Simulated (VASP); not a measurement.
Ir:

```
Ir
1.0
     0.00000    1.91970    1.91970
     1.91970    0.00000    1.91970
     1.91970    1.91970    0.00000
Ir
1
Direct
  0.00000 0.00000 0.00000
```

* Program: VASP 6.6.1
* Task: relaxation of cell and atoms
* Functional: PBE
* Potentials or basis: VASP PAW PBE potentials, release 64 (Ir)
* Cutoff: 600 eV
* k mesh: 17 × 17 × 17
* Occupations: fermi-dirac, width 0.05 eV
* Spin: no spin polarisation

At the start: pressure 9.7 GPa; volume 14.15 Å³/atom.

Q: Where does the relaxation end?

A: Over 4 steps the energy falls by 10.9 meV/atom and the volume is 14.52 Å³/atom (+2.6 %); space group Fm-3m (No. 225, to 0.05 Å).

The path:
```csv
step,energy change (eV),largest force (eV/Å),pressure (GPa),volume (Å³)
1,0.0000,0.0000,9.67,14.15
2,0.1190,0.0000,-25.96,15.97
3,-0.0108,0.0000,-0.37,14.54
4,-0.0109,0.0000,-0.04,14.52
```

Final structure:
```
Ir
1.0
     0.00000    1.93639    1.93639
     1.93639    0.00000    1.93639
     1.93639    1.93639    0.00000
Ir
1
Direct
  0.00000 0.00000 0.00000
```
